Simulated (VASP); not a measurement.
Here is a VASP 6.6.1 calculation.

Contents of INCAR:

```
SYSTEM = Al12H
PREC = Accurate
ENCUT = 520
EDIFF = 1E-7
ISMEAR = 0
SIGMA = 0.1
LREAL = .False.
LASPH = .True.
NELM = 100
ALGO = Normal
ISIF = 2
LWAVE = .False.
LCHARG = .False.
LDIPOL = .True.
IDIPOL = 3
DIPOL = 0.5 0.5 0.306
GGA = PE
IVDW = 12
NBANDS = 30
```

KPOINTS

```
regular mesh
0
Gamma
  6 6 1
  0 0 0
```

Contents of POSCAR:

```
Al12H
1.0
    5.6314608543      0.0000000000      0.0000000000
   -2.8157304272      4.8769881603      0.0000000000
    0.0000000000      0.0000000000     21.6684292099
Al H
12 1
Direct
    0.3333333333      0.1666666667      0.1846003677
    0.3333333333      0.6666666667      0.1846003677
    0.8333333333      0.1666666667      0.1846003677
    0.8333333333      0.6666666667      0.1846003677
    0.1666666667      0.3333333333      0.2900502825
    0.1666666667      0.8333333333      0.2900502825
    0.6666666667      0.3333333333      0.2900502825
    0.6666666667      0.8333333333      0.2900502825
    0.0000000000      0.0000000000      0.3954337957
    0.0000000000      0.5000000000      0.3954337957
    0.5000000000      0.0000000000      0.3954337957
    0.5000000000      0.5000000000      0.3954337957
    0.0833333333      0.1666666667      0.4969639980
```

Potentials or basis: VASP PAW PBE potentials, release 64 (Al, H).

The run is started by

```sh
$ cat potpaw_PBE.64/Al/POTCAR potpaw_PBE.64/H/POTCAR > POTCAR
$ mpirun -np 1 vasp_std > vasp.out
```

Question: Predict the largest force.

Answer: 1.752 eV/Å.

Question: Predict the dispersion energy per atom.

Answer: -0.226 eV.

Question: Predict the band gap on the k mesh.

Answer: Zero (an odd number of electrons rules out a gap without spin polarisation).

Forces on the atoms (eV/Å):
```
Al   0.112 -0.015 -0.087
Al   0.000  0.103 -0.080
Al  -0.112 -0.015 -0.087
Al   0.000 -0.064 -0.146
Al   0.000  0.101  0.182
Al   0.082 -0.087 -0.040
Al   0.000  0.101 -0.091
Al  -0.082 -0.087 -0.040
Al   0.000  0.365  1.713
Al  -0.007 -0.006  0.135
Al   0.000 -0.025 -0.018
Al   0.007 -0.006  0.135
H    0.000 -0.366 -1.576
```
